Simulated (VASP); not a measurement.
## LiF: single point with PBE-based global hybrid with 35 % exact exchange

The system is LiF.

```
CELL_PARAMETERS angstrom
0.00000 2.01400 2.01400
2.01400 0.00000 2.01400
2.01400 2.01400 0.00000
ATOMIC_POSITIONS crystal
F 0.50000 0.50000 0.50000
Li 0.00000 0.00000 0.00000
```

```yaml
Program: VASP 6.6.1
Task: single point
Functional: PBE-based global hybrid with 35 % exact exchange
Potentials_or_basis: VASP PAW PBE potentials, release 64 (F, Li_sv)
Cutoff: 520 eV
k_mesh: 7 × 7 × 7
Occupations: fermi-dirac, width 0.05 eV
Spin: no spin polarisation
Dipole_correction: no
Grid_for_exact_exchange_PRECFOCK: Normal
Share_of_exact_exchange: 0.35
Further_INCAR_settings: ALGO = Normal; EDIFF = 1e-06; NBANDS = 12
```

```
Band gap on the k mesh : 13.39 eV
```

Levels at points of the mesh, in eV from the valence-band top:
```csv
k point,band 1,band 2,band 3,band 4,band 5,band 6,band 7,band 8,band 9,band 10
"(0.00, 0.00, 0.00)",-43.79,-22.22,0.00,0.00,0.00,13.39,28.79,28.79,28.79,28.93
```

It took 2.6 min on 1 thread of Intel(R) Xeon(R) 6975P-C (Granite Rapids) (shared host), peak memory 0.14 GiB.
